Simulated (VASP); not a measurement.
BN:

```
B N
1.0
     2.54395    0.05877    0.00000
    -1.22108    2.17374    0.00000
     0.00000    0.00000    4.20782
B N
2 2
Direct
  0.33440 0.66693 0.00028
  0.66560 0.33307 0.50028
  0.33018 0.66714 0.37472
  0.66982 0.33286 0.87472
```

This cell differs from its parent crystal: shear xy strain +4.6%.

Base run:

* Program: VASP 6.6.1
* Functional: PBE
* Potentials or basis: VASP PAW PBE potentials, release 64 (B, N)
* Cutoff: 520 eV
* k mesh: 12 × 12 × 6
* Occupations: fermi-dirac, width 0.02 eV
* Spin: no spin polarisation

Its results: band gap on the k mesh 5.01 eV, indirect (least direct gap 7.63 eV); pressure 5.5 GPa; largest force 0.045 eV/Å.

Problem. The run is repeated on the same cell with these changes: functional from PBE to r2SCAN; occupations from fermi-dirac, width 0.02 eV to gaussian, width 0.01 eV. What comes out?

Solution. Band gap on the k mesh 5.54 eV, indirect (least direct gap 8.28 eV); pressure 1.7 GPa; largest force 0.009 eV/Å.

Caveats: the PAW data sets were made with another functional, which shifts forces and pressure a little (some runs).

A k mesh can miss the band edges.
